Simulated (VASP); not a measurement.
# H21O10F in VASP: a series of runs, part 2 of 2

VASP 6.6.1. The steps go on from the part before.

## 4. Single point, PBE+D3(BJ)

INCAR reads:

```
PREC = Accurate
ENCUT = 520
EDIFF = 1E-6
ISMEAR = -1
SIGMA = 0.05
LREAL = Auto
LASPH = T
NELM = 60
ALGO = Normal
ISIF = 2
LWAVE = F
LCHARG = F
GGA = PE
IVDW = 12
NBANDS = 66
```

KPOINTS reads:

```
Automatic mesh
0
Gamma
  1 1 1
```

POSCAR reads:

```
H21O10F
1.0
    6.9382320000      0.0000000000      0.0000000000
    0.0000000000      6.9382320000      0.0000000000
    0.0000000000      0.0000000000      6.9382320000
O H F
10 21 1
Direct
   -0.0237524488     -0.1087741084      0.1587291979
    0.6143495922      0.3543121648      0.2780535445
    0.3239009592      0.1843264970      0.6827964242
    0.2982315956      0.4415822359      0.0686918512
   -0.0323137076      0.1145248530      0.8421742023
    1.0091908140      0.6586115887      0.6178230996
    1.0340818814      0.3235406369      0.3406343287
    0.4735212083      0.5678103586      0.5940129993
    0.5076221147     -0.0207689798      1.0488118587
    0.3115346964      0.9102318862      0.4352549756
    0.0021907598     -0.0032861398      0.0659101627
   -0.0931793575     -0.2001374414      0.0724103777
    0.5417374340      0.4040798866      0.1763705797
    0.5700731829      0.2207911180      0.2656152172
    0.3641273454      0.3113473288      0.6444869529
    0.3039679273      0.0972149677      0.5655331214
    0.2959255326      0.5753915407      0.0992183600
    0.1933201427      0.3974499556      0.1692794360
   -0.1197279076      0.2229674649      0.8271271413
    0.0866359038      0.1717584537      0.7852000337
    0.9307414338      0.6888786653      0.7353314216
    0.9807253491      0.7458960727      0.5191812554
    1.0486100782      0.3666063631      0.4764181999
    0.8959198828      0.3353736226      0.3188132077
    0.5482664748      0.5263444635      0.4779892053
    0.3918865786      0.6769880281      0.5543775417
    0.5741808576     -0.1284332954      0.9888542211
    0.4758416842      0.0803086435      0.9609652718
    0.3955762794      0.9308711499      0.3266394090
    0.1844850388      0.9162853015      0.3647903385
    0.5693669511      0.6075755322      0.7760046075
    0.6438527856      0.6550516039      0.8900970737
```

Potentials or basis: VASP PAW PBE potentials, release 64 (O, H, F).

Started as:

```bash
cat potpaw_PBE.64/O/POTCAR potpaw_PBE.64/H/POTCAR potpaw_PBE.64/F/POTCAR > POTCAR
mpirun -np 1 vasp_gam > vasp.out
```

OUTCAR:

```text
PREC = Accurate
   ENCUT = 520
   EDIFF = 1E-6
   ISMEAR = -1
   LREAL = Auto
   LASPH = T
   NELM = 60
   ISIF = 2
   GGA = PE
   IVDW = 12
 IVDW          = 12

 ion  position               nearest neighbor table
   1  0.976  0.891  0.159-  11 0.99  12 1.00
   2  0.614  0.354  0.278-  13 0.93  14 0.98
   3  0.324  0.184  0.683-  15 0.96  16 1.02
   4  0.298  0.442  0.069-  17 0.95  18 1.05
   5  0.968  0.115  0.842-  19 0.97  20 1.00
   6  0.009  0.659  0.618-  22 0.93  21 1.00
   7  0.034  0.324  0.341-  24 0.97  23 0.99
   8  0.474  0.568  0.594-  26 0.99  25 1.00
   9  0.508  0.979  0.049-  28 0.95  27 0.97
  10  0.312  0.910  0.435-  29 0.96  30 1.01
  11  0.002  0.997  0.066-   1 0.99
  12  0.907  0.800  0.072-   1 1.00
  13  0.542  0.404  0.176-   2 0.93
  14  0.570  0.221  0.266-   2 0.98
  15  0.364  0.311  0.644-   3 0.96
  16  0.304  0.097  0.566-   3 1.02
[... 14 lines left out ...]
  31  0.569  0.608  0.776-  32 1.00
  32  0.644  0.655  0.890-  31 1.00

  LATTYP: Found a simple cubic cell.
 ALAT       =     6.9382320000

  Lattice vectors:

 A1 = (   6.9382320000,   0.0000000000,   0.0000000000)
 A2 = (   0.0000000000,   6.9382320000,   0.0000000000)
 A3 = (   0.0000000000,   0.0000000000,   6.9382320000)

Analysis of symmetry for initial positions (statically):
=====================================================================
 Subroutine PRICEL returns:
 Original cell was already a primitive cell.

 Routine SETGRP: Setting up the symmetry group for a
 simple cubic supercell.

 Subroutine GETGRP returns: Found  1 space group operations
 (whereof  1 operations were pure point group operations)
 out of a pool of 48 trial point group operations.

The static configuration has the point symmetry C_1 .

Analysis of symmetry for dynamics (positions and initial velocities):
=====================================================================
 Subroutine PRICEL returns:
 Original cell was already a primitive cell.

 Routine SETGRP: Setting up the symmetry group for a
 simple cubic supercell.

 Subroutine GETGRP returns: Found  1 space group operations
 (whereof  1 operations were pure point group operations)
 out of a pool of 48 trial point group operations.

The dynamic configuration has the point symmetry C_1 .

 Subroutine INISYM returns: Found  1 space group operations
 (whereof  1 operations are pure point group operations),
 and found     1 'primitive' translations

----------------------------------------------------------------------------------------

                                     Primitive cell

  volume of cell :     334.0000

  direct lattice vectors                    reciprocal lattice vectors
     6.938232000  0.000000000  0.000000000     0.144128937  0.000000000  0.000000000
     0.000000000  6.938232000  0.000000000     0.000000000  0.144128937  0.000000000
     0.000000000  0.000000000  6.938232000     0.000000000  0.000000000  0.144128937

  length of vectors
     6.938232000  6.938232000  6.938232000     0.144128937  0.144128937  0.144128937

  position of ions in fractional coordinates (direct lattice)
     0.976247551  0.891225892  0.158729198
     0.614349592  0.354312165  0.278053544
     0.323900959  0.184326497  0.682796424
     0.298231596  0.441582236  0.068691851
     0.967686292  0.114524853  0.842174202
     0.009190814  0.658611589  0.617823100
[... 24 lines left out ...]
     0.569366951  0.607575532  0.776004607
     0.643852786  0.655051604  0.890097074

  ion indices of the primitive-cell ions
   primitive index   ion index
                 1           1
                 2           2
                 3           3
                 4           4
                 5           5
                 6           6
[... 24 lines left out ...]
                31          31
                32          32

----------------------------------------------------------------------------------------

 KPOINTS: Automatic mesh

Automatic generation of k-mesh.
 Grid dimensions read from file:
 generate k-points for:    1    1    1

 Generating k-lattice:

  Cartesian coordinates                     Fractional coordinates (reciprocal lattice)
     0.144128937  0.000000000  0.000000000     1.000000000  0.000000000  0.000000000
     0.000000000  0.144128937  0.000000000     0.000000000  1.000000000  0.000000000
     0.000000000  0.000000000  0.144128937     0.000000000  0.000000000  1.000000000

  Length of vectors
     0.144128937  0.144128937  0.144128937

  Shift w.r.t. Gamma in fractional coordinates (k-lattice)
     0.000000000  0.000000000  0.000000000

 Subroutine IBZKPT returns following result:
 ===========================================

 Found      1 irreducible k-points:

 Following reciprocal coordinates:
            Coordinates               Weight
  0.000000  0.000000  0.000000      1.000000
   k-points           NKPTS =      1   k-points in BZ     NKDIM =      1   number of bands    NBANDS=     66
   number of dos      NEDOS =    301   number of ions     NIONS =     32
   total plane-waves  NPLWV = 157464
   dimension x,y,z NGX =    54 NGY =   54 NGZ =   54
   dimension x,y,z NGXF=   108 NGYF=  108 NGZF=  108
   ions per type =              10  21   1
   NGX,Y,Z   is equivalent  to a cutoff of  12.94, 12.94, 12.94 a.u.
   NGXF,Y,Z  is equivalent  to a cutoff of  25.88, 25.88, 25.88 a.u.
 SYSTEM =  unknown system
   PREC   = accura    normal or accurate (medium, high low for compatibility)
   ISTART =      0    job   : 0-new  1-cont  2-samecut
   ICHARG =      2    charge: 1-file 2-atom 10-const
   ISPIN  =      1    spin polarized calculation?
   LNONCOLLINEAR =      F non collinear calculations
   LSORBIT =      F    spin-orbit coupling
   LASPH  =      T    aspherical Exc in radial PAW
   ENCUT  =  520.0 eV  38.22 Ry    6.18 a.u.  12.90 12.90 12.90*2*pi/ulx,y,z
   NELM   =     60;   NELMIN=  2; NELMDL= -5     # of ELM steps
   EDIFF  = 0.1E-05   stopping-criterion for ELM
   LREAL  =      T    real-space projection
   EDIFFG = 0.1E-04   stopping-criterion for IOM
   NSW    =      0    number of steps for IOM
   IBRION =     -1    ionic relax: 0-MD 1-quasi-New 2-CG
   NFREE  =      0    steps in history (QN), initial steepest desc. (CG)
   ISIF   =      2    stress and relaxation
   ISYM   =      2    0-nonsym 1-usesym 2-fastsym
   POTIM  = 0.5000    time-step for ionic-motion
   TEBEG  =    0.0;   TEEND  =   0.0 temperature during run
   PSTRESS=    0.0 pullay stress
   NELECT =      88.0000    total number of electrons
   NUPDOWN=      -1.0000    fix difference up-down
   EMIN   =  10.00;   EMAX   =-10.00  energy-range for DOS
   EFERMI =   0.00;   METHOD = LEGACY
   ISMEAR =    -1;   SIGMA  =   0.05  broadening in eV -4-tet -1-fermi 0-gaus
   EFERMI_NEDOS =   21; number of points for ismear=-14 and -15
   IALGO  =     38    algorithm
   IMIX   =      4    mixing-type and parameters
     AMIX     =   0.40;   BMIX     =  1.00
     AMIX_MAG =   1.60;   BMIX_MAG =  1.00
  volume/ion in A,a.u.               =      10.44        70.44
  Fermi-wavevector in a.u.,A,eV,Ry     =   1.049511  1.983288 14.986448  1.101473
  Thomas-Fermi vector in A             =   2.184476
   LORBIT       =      0    0 simple, 1 ext, 2 COOP (PROOUT), +10 PAW based schemes
   GGA     = PE    functional components
   LHFCALC =     F    Hartree Fock is set to
   AEXX    =    0.0000 exact exchange contribution
   IVDW    =    12    specifies the selected vdW correction
   LEPSILON=     F    determine dielectric tensor
   LRPA    =     F    only Hartree local field effects (RPA)
 non-spin polarized calculation
  energy-cutoff  :      520.00
  volume of cell :      334.00
 maximum number of plane-waves:      4523
 NGX is ok and might be reduce to    50
   NGX = 25   NGY = 25   NGZ = 25

 number of electron      88.0000014 magnetization

 Free energy of the ion-electron system (eV)
  ---------------------------------------------------
  ext. energy  EPLUGINS =         0.00000000
  ---------------------------------------------------
  free energy    TOTEN  =      -153.99200050 eV

  energy without entropy =     -153.99200050  energy(sigma->0) =     -153.99200050

 E-fermi :  -2.4643     XC(G=0):  -6.7063

 val. band max:       -3.7013873133   @ k =   0.0000   0.0000   0.0000
 cond. band min:       0.7635843280   @ k =   0.0000   0.0000   0.0000
 fundamental gap:      4.4649716413
 Fermi energy:        -2.4642777084

 k-point     1 :       0.0000    0.0000    0.0000
  band No.  band energies     occupation
      1     -26.4206      2.00000
      2     -23.1864      2.00000
      3     -22.9473      2.00000
      4     -22.7419      2.00000
      5     -22.2415      2.00000
      6     -22.1131      2.00000
[... 48 lines left out ...]
     55       6.1721      0.00000
     56       6.3440      0.00000
 [bands above 56 left out]

------------------------ aborting loop because EDIFF is reached ----------------------------------------

 Edisp (eV)   -1.02064

 E8    (eV) :    -0.2070

  FORCE on cell =-STRESS in cart. coord.  units (eV):
  Direction    XX          YY          ZZ          XY          YZ          ZX
  --------------------------------------------------------------------------------------
  -------------------------------------------------------------------------------------
  Total      -0.58809     2.11241    -1.77368    -1.21624    -2.84191     1.57054
  in kB      -2.82103    10.13311    -8.50824    -5.83424   -13.63249     7.53377
  external pressure =       -0.40 kB  Pullay stress =        0.00 kB

 VOLUME and BASIS-vectors are now :
 -----------------------------------------------------------------------------
  energy-cutoff  :      520.00
  volume of cell :      334.00
      direct lattice vectors                 reciprocal lattice vectors
     6.938232000  0.000000000  0.000000000     0.144128937  0.000000000  0.000000000
     0.000000000  6.938232000  0.000000000     0.000000000  0.144128937  0.000000000
     0.000000000  0.000000000  6.938232000     0.000000000  0.000000000  0.144128937

 POSITION                                       TOTAL-FORCE (eV/Angst)
 -----------------------------------------------------------------------------------
      6.77343      6.18353      1.10130        -0.248027     -0.794258     -0.453681
      4.26250      2.45830      1.92920         1.648082     -1.348775      1.984688
      2.24730      1.27890      4.73740        -0.644649     -0.946611      0.014722
      2.06920      3.06380      0.47660        -1.478785     -1.264066      1.271608
      6.71403      0.79460      5.84320         0.118468      0.685844     -0.370834
      0.06377      4.56960      4.28660         0.021780     -1.651911      2.582131
[... 24 lines left out ...]
      3.95040      4.21550      5.38410        -0.179752      0.074932     -0.744853
      4.46720      4.54490      6.17570         0.536637     -0.082031      0.499761
 -----------------------------------------------------------------------------------
    total drift:                                0.004017     -0.001763      0.002870

  FREE ENERGIE OF THE ION-ELECTRON SYSTEM (eV)
  ---------------------------------------------------
  free  energy   TOTEN  =      -155.0126392327 eV

  energy  without entropy=     -155.0126392326  energy(sigma->0) =     -155.01263923
```

It took 32 s on 1 thread of Intel Xeon Platinum 8488C (Sapphire Rapids), shared host; peak memory 0.37 GiB.

What came out:

* Free energy: -155.0126 eV
* Pressure: 0.0 GPa
* Largest force: 3.198 eV/Å
* Band gap on the k mesh: 4.46 eV
* Dispersion energy per atom: -0.032 eV

Forces on the atoms (eV/Å):
```
O   -0.248 -0.794 -0.454
O    1.648 -1.349  1.985
O   -0.645 -0.947  0.015
O   -1.479 -1.264  1.272
O    0.118  0.686 -0.371
O    0.022 -1.652  2.582
O    0.352  0.084  0.917
O    0.317 -0.242 -0.215
O   -0.140 -0.116  1.915
O   -1.549 -0.307 -0.584
H   -0.154  0.149  0.010
H    0.511  0.470  0.909
H   -1.681  1.569 -2.222
H    0.407 -0.215  0.362
H    0.170  0.740 -0.298
H    0.554  0.631  0.919
H    0.126  1.395 -0.190
H    1.124  0.073 -1.128
H   -0.413 -0.150  0.300
H    0.513 -0.549  0.125
H    0.570  0.025 -1.386
H   -0.785  1.453 -1.223
H    0.104  0.053 -0.795
H   -0.471  0.013 -0.353
H   -0.285 -0.176  0.440
H   -0.151  0.163 -0.072
H   -0.021  0.070 -0.551
H   -0.285  0.289 -1.119
H    0.903  0.151 -0.918
H    0.510 -0.247  0.376
H   -0.180  0.075 -0.745
F    0.537 -0.082  0.500
```

Stress tensor (GPa, compression positive):
```
-0.28 -0.58  0.75
-0.58  1.01 -1.36
 0.75 -1.36 -0.85
```

Levels at points of the mesh, in eV from the valence-band top:
```csv
k point,band 42,band 43,band 44,band 45,band 46,band 47
"(0.00, 0.00, 0.00)",-0.19,-0.07,0.00,4.46,7.18,7.39
```

Caveat: the k points lie up to 0.91 Å⁻¹ apart.
